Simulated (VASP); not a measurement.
Wanted: the native input for a VASP 6.6.1 run.

```
Task                   : single point
Functional             : PBE
Potentials or basis    : VASP PAW PBE potentials, release 64 (Sn_d, Ge_d, Se)
Cutoff                 : 520 eV
k mesh                 : 6 × 6 × 4
Occupations            : gaussian, width 0.1 eV
Spin                   : no spin polarisation
Dipole correction      : no
Further INCAR settings : ALGO = Normal; EDIFF = 1e-06; NBANDS = 35
```

The structure of Sn2GeSe2 lies in POSCAR:

```
Sn2GeSe2
1.0
    4.5088209400      0.0000000000      0.0000000000
   -2.2544104700      3.9047534800      0.0000000000
    0.0000000000      0.0000000000      7.4062273400
Sn Ge Se
2 1 2
Direct
    0.3333333300      0.6666666700      0.5000000000
    0.6666666700      0.3333333300      0.5000000000
    0.0000000000      0.0000000000      0.0000000000
    0.3333333300      0.6666666700      0.0000000000
    0.6666666700      0.3333333300      0.0000000000
```

One way to write it, as run:

INCAR

```
SYSTEM = Sn2GeSe2
PREC = Accurate ; ENCUT = 520
EDIFF = 1E-6 ; ISMEAR = 0
SIGMA = 0.1 ; LREAL = .FALSE.
LASPH = .TRUE. ; NELM = 100
ALGO = Normal ; ISIF = 2
LWAVE = .FALSE. ; LCHARG = .TRUE.
GGA = PE ; LELF = .TRUE.
LVHAR = .TRUE. ; NBANDS = 35
```

KPOINTS

```
regular mesh
0
G
  6 6 4
  0 0 0
```

Potentials or basis: VASP PAW PBE potentials, release 64 (Sn_d, Ge_d, Se).

Launch:

```sh
$ cat potpaw_PBE.64/Sn_d/POTCAR potpaw_PBE.64/Ge_d/POTCAR potpaw_PBE.64/Se/POTCAR > POTCAR
$ mpirun -np 1 vasp_std > vasp.out
```

It gave:

```
Pressure               : 12.9 GPa
Band gap on the k mesh : zero (band 27 reaches 5.97 eV, above the bottom of band 28 at 4.56 eV)
```

Caveat: spin-orbit coupling is left out, which moves the levels of the heavy elements.

It took 61 s on 1 thread of Intel(R) Xeon(R) Platinum 8375C CPU @ 2.90GHz (Ice Lake), with other jobs on the host, peak memory 0.31 GiB.
